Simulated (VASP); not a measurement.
Wanted: the native input for a VASP 6.6.1 run.

| Property | Result |
| --- | --- |
| Task | relaxation of the atoms |
| Functional | PBE |
| Potentials or basis | VASP PAW PBE potentials, release 64 (Mo_sv, N) |
| Cutoff | 520 eV |
| k mesh | 3 × 3 × 3 |
| Occupations | fermi-dirac, width 0.15 eV |
| Spin | no spin polarisation |
| Dipole correction | no |
| Further INCAR settings | LREAL = Auto; ALGO = Normal; EDIFF = 1e-06; IBRION = 2; EDIFFG = -0.08; NSW = 45 |

The structure of Mo16N (a cell with a defect) lies in POSCAR:

```
Mo16N
1.0
    6.3000000000      0.0000000000      0.0000000000
    0.0000000000      6.3000000000      0.0000000000
    0.0000000000      0.0000000000      6.3000000000
Mo N
16 1
Direct
    0.0000000000      0.0000000000      0.0000000000
    0.5000000000      0.0000000000      0.0000000000
    0.0000000000      0.5000000000      0.0000000000
    0.0000000000      0.0000000000      0.5000000000
    0.2500000000      0.2500000000      0.2500000000
    0.5000000000      0.5000000000      0.0000000000
    0.5000000000      0.0000000000      0.5000000000
    0.7500000000      0.2500000000      0.2500000000
    0.0000000000      0.5000000000      0.5000000000
    0.2500000000      0.7500000000      0.2500000000
    0.2500000000      0.2500000000      0.7500000000
    0.5000000000      0.5000000000      0.5000000000
    0.7500000000      0.7500000000      0.2500000000
    0.7500000000      0.2500000000      0.7500000000
    0.2500000000      0.7500000000      0.7500000000
    0.7500000000      0.7500000000      0.7500000000
    0.1295864000      0.7483225000     -0.0038383000
```

These files were run (other wordings do the same):

INCAR

```
SYSTEM = Mo16N
ALGO     = Normal         ! electronic algorithm
EDIFF    = 1E-6           ! SCF threshold, eV
EDIFFG   = -0.08          ! ionic threshold
ENCUT    = 520            ! plane-wave cutoff, eV
GGA      = PE             ! functional
IBRION   = 2              ! ionic algorithm
ISIF     = 2              ! what is computed and relaxed
ISMEAR   = -1             ! smearing method
KPAR     = 4            
LASPH    = .True.         ! aspherical terms in the spheres
LCHARG   = .False.        ! write CHGCAR
LREAL    = Auto         
LWAVE    = .False.        ! write WAVECAR
NELM     = 100            ! most SCF steps
NSW      = 45             ! ionic steps
PREC     = Accurate       ! precision mode
SIGMA    = 0.15           ! smearing width, eV
```

KPOINTS

```
k-points
0
Gamma
  3 3 3
  0 0 0
```

Potentials or basis: VASP PAW PBE potentials, release 64 (Mo_sv, N).

Launch:

```sh
$ cat potpaw_PBE.64/Mo_sv/POTCAR potpaw_PBE.64/N/POTCAR > POTCAR
$ mpirun -np 4 vasp_std > vasp.out
```

Results of the run:

| Item | Value |
| --- | --- |
| Energy gained by relaxing | 149.0 meV/atom |
| Ionic steps | 9 |
| Pressure after relaxing | 14.1 GPa |
| Largest force after relaxing | 0.070 eV/Å |
| Band gap on the k mesh | zero (an odd number of electrons rules out a gap without spin polarisation) |

Caveat: the relaxation stopped at a loose force limit of 0.08 eV/Å, so its end isn't a converged minimum.

Run time: 21 min on 4 MPI ranks on Intel(R) Xeon(R) Platinum 8488C (Sapphire Rapids) (shared host), peak memory 0.54 GiB a rank.
